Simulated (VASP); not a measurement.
Pd: single point with PBEsol+D3(BJ)

Crystal: Pd.

```
CELL_PARAMETERS angstrom
0.00000 1.91527 1.91527
1.91527 0.00000 1.91527
1.91527 1.91527 0.00000
ATOMIC_POSITIONS crystal
Pd 0.00000 0.00000 0.00000
```

```json
{
  "Program": "VASP 6.6.1",
  "Task": "single point",
  "Functional": "PBEsol",
  "Dispersion": "D3(BJ)",
  "Potentials or basis": "VASP PAW PBE potentials, release 64 (Pd)",
  "Cutoff": "520 eV",
  "k mesh": "12 × 12 × 12",
  "Occupations": "fermi-dirac, width 0.05 eV",
  "Spin": "no spin polarisation"
}
```

| Property | Result |
| --- | --- |
| Pressure | -0.4 GPa |
| Band gap on the k mesh | zero (band 5 reaches 10.78 eV, above the bottom of band 6 at 9.06 eV) |
| Dispersion energy per atom | -0.653 eV |

Levels at points of the mesh, in eV from the Fermi level:
```tsv
k point	band 3	band 4	band 5	band 6	band 7	band 8
(0.00, 0.00, 0.00)	-3.07	-3.07	-1.30	-1.30	17.17	22.22
(0.50, 0.00, 0.00)	-3.12	0.00	0.00	0.84	7.69	16.54
(0.50, 0.50, 0.00)	-0.02	0.34	0.34	3.28	11.26	13.41
```

Run time: 9.7 s on 1 thread of Intel(R) Xeon(R) Platinum 8488C (Sapphire Rapids), with other jobs on the host, peak memory 0.14 GiB.

Caveat: the PAW data sets were made with another functional, which shifts forces and pressure a little; pairwise dispersion overbinds metals, which lowers pressure and volume.
